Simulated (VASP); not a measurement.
A run of VASP 6.6.1 is set up as follows.

INCAR

```
SYSTEM = PtPb
  ALGO = Normal
  EDIFF = 1E-6
  ENCUT = 520
  ISIF = 2
  ISMEAR = -1
  LASPH = .TRUE.
  LCHARG = .FALSE.
  LREAL = .FALSE.
  LWAVE = .FALSE.
  NBANDS = 32
  NELM = 100
  PREC = Accurate
  SIGMA = 0.05
```

The input KPOINTS:

```
k-points
0
G
  10 10 7
  0 0 0
```

File POSCAR:

```
PtPb
1.0
    4.3059283585      0.0000000000      0.0000000000
   -2.1529641793      3.7290433454      0.0000000000
    0.0000000000      0.0000000000      5.5277977072
Pt Pb
2 2
Direct
    0.3333333333      0.6666666667      0.2500000000
    0.6666666667      0.3333333333      0.7500000000
    0.0000000000      0.0000000000      0.0000000000
    0.0000000000      0.0000000000      0.5000000000
```

Potentials or basis: VASP PAW LDA potentials, release 64 (Pt, Pb_d).

Run with:

```bash
$ cat potpaw_LDA.64/Pt/POTCAR potpaw_LDA.64/Pb_d/POTCAR > POTCAR
$ mpirun -np 1 vasp_std > vasp.out
```

Task: What does it give for the pressure?

Result: 2.1 GPa.

Task: Estimate the band gap on the k mesh.

Result: Zero (bands 24 and 25 overlap by 2.66 eV).

Stress tensor (GPa, compression positive):
```
-5.92  0.00  0.00
 0.00 -5.92  0.00
 0.00  0.00 18.13
```

Caveat: spin-orbit coupling is left out, which moves the levels of the heavy elements.
